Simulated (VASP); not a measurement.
Here is a VASP 6.6.1 calculation.

INCAR

```
SYSTEM = GaP
ALGO = Normal
EDIFF = 1E-7
ENCUT = 520
GGA = PE
ISIF = 2
ISMEAR = -1
LASPH = .TRUE.
LCHARG = .FALSE.
LREAL = .FALSE.
LWAVE = .FALSE.
NBANDS = 16
NELM = 60
PREC = Accurate
SIGMA = 0.03
```

The input KPOINTS:

```
k-points
0
G
  13 13 13
  0 0 0
```

File POSCAR:

```
GaP
1.0
    0.0000000000      2.7530092219      2.7530092219
    2.7530092219      0.0000000000      2.7530092219
    2.7530092219      2.7530092219      0.0000000000
Ga P
1 1
Direct
    0.0000000000      0.0000000000      0.0000000000
    0.2500000000      0.2500000000      0.2500000000
```

Potentials or basis: VASP PAW PBE potentials, release 64 (Ga_d, P).

Launch:

```console
$ cat potpaw_PBE.64/Ga_d/POTCAR potpaw_PBE.64/P/POTCAR > POTCAR
$ mpirun -np 1 vasp_std > vasp.out
```

(1) What does it give for the pressure?

(2) What does it give for the band gap on the k mesh?

## Answers

(1) 0.0 GPa.

(2) 1.58 eV, direct.
